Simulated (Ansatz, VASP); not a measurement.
**Al in VASP and in Ansatz**

INCAR

```
ALGO = Normal
EDIFF = 1E-7
ENCUT = 520
GGA = PE
ISIF = 2
ISMEAR = 0
IVDW = 12
LASPH = T
LCHARG = F
LREAL = F
LWAVE = F
NBANDS = 14
NELM = 60
PREC = Accurate
SIGMA = 0.15
```

The input KPOINTS:

```
k-points
0
Gamma
  18 18 6
```

File POSCAR:

```
Al
1.0
    2.8129412656      0.0000000000      0.0000000000
   -1.4064706328      2.4360785953      0.0000000000
    0.0000000000      0.0000000000      8.6618900391
Al
4
Direct
    0.0000000000      0.0000000000      0.0000000000
    0.3333333333      0.6666666667      0.2500000000
    0.0000000000      0.0000000000      0.5000000000
    0.6666666667      0.3333333333      0.7500000000
```

Input for Ansatz:

```yaml
crystal:
  lattice:
    - [2.8129412656, 0.0, 0.0]
    - [-1.4064706328, 2.4360785953, 0.0]
    - [0.0, 0.0, 8.6618900391]
  atoms:
    - { symbol: Al, position: [0.0, 0.0, 0.0] }
    - { symbol: Al, position: [0.3333333333, 0.6666666667, 0.25] }
    - { symbol: Al, position: [0.0, 0.0, 0.5] }
    - { symbol: Al, position: [0.6666666667, 0.3333333333, 0.75] }
basis:
  ecutwfc: 420
kpoints:
  mp_grid: { grid: [18, 18, 6] }
hamiltonian:
  xc: pbe
  dispersion: d3bj
scf:
  occupations: { method: gaussian, width: 0.15 }
output:
  forces: true
  stress: true
  eigenvalues: true
```

Alike in both runs: task single point; functional PBE; dispersion D3(BJ); k mesh 18 × 18 × 6; occupations gaussian, width 0.15 eV; no spin polarisation.

```csv
,VASP,Ansatz
version,VASP 6.6.1,Ansatz 0.2.0
potentials or method,"VASP PAW PBE potentials, release 64 (Al), cutoff 520 eV","scalar-relativistic, plane waves, PAW"
valence electrons in the cell,12,12
```

```csv
,VASP,Ansatz,Ansatz less VASP
gap on the k mesh at the Fermi level (eV),none,none,-
pressure (GPa),7.0,7.0,+0.03
"traceless stress, the component that is largest in VASP (GPa)",4.65,4.65,-0.001
```

A gap of «none» marks a metal or a gap that the smearing closes.
